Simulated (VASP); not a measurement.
Write the native input for VASP 6.6.1 that does the following.

| Property | Result |
| --- | --- |
| Task | single point |
| Functional | PBE |
| Potentials or basis | VASP PAW PBE potentials, release 64 (Os, Sb) |
| Cutoff | 520 eV |
| k mesh | 12 × 12 × 12 |
| Occupations | gaussian, width 0.05 eV |
| Spin | no spin polarisation |
| Dipole correction | no |
| Further INCAR settings | ALGO = Normal; EDIFF = 1e-07; NBANDS = 14 |

The structure of SbOs lies in POSCAR:

```
SbOs
1.0
    0.0000000000      2.7136168850      2.7136168850
    2.6864807162      0.0000000000      2.7136168850
    2.6864807162      2.7136168850      0.0000000000
Os Sb
1 1
Direct
    0.5000000000      0.5000000000      0.5000000000
    0.0000000000      0.0000000000      0.0000000000
```

These files were run (other wordings do the same):

INCAR

```
PREC     = Accurate       # precision mode
ENCUT    = 520            # plane-wave cutoff, eV
EDIFF    = 1E-7           # SCF threshold, eV
ISMEAR   = 0              # smearing method
SIGMA    = 0.05           # smearing width, eV
LREAL    = F              # projectors in reciprocal space
LASPH    = T              # aspherical terms in the spheres
NELM     = 100            # most SCF steps
ALGO     = Normal         # electronic algorithm
ISIF     = 2              # what is computed and relaxed
LWAVE    = F              # write WAVECAR
LCHARG   = F              # write CHGCAR
GGA      = PE             # functional
NBANDS   = 14             # bands
```

KPOINTS

```
regular mesh
0
Gamma
  12 12 12
```

Potentials or basis: VASP PAW PBE potentials, release 64 (Os, Sb).

Run with:

```sh
$ cat potpaw_PBE.64/Os/POTCAR potpaw_PBE.64/Sb/POTCAR > POTCAR
$ mpirun -np 1 vasp_std > vasp.out
```

Results of the run:

- Pressure: 1.3 GPa

Wall time 94 s on 1 thread of Intel(R) Xeon(R) Platinum 8375C CPU @ 2.90GHz (Ice Lake), with other jobs on the host, peak memory 0.23 GiB.
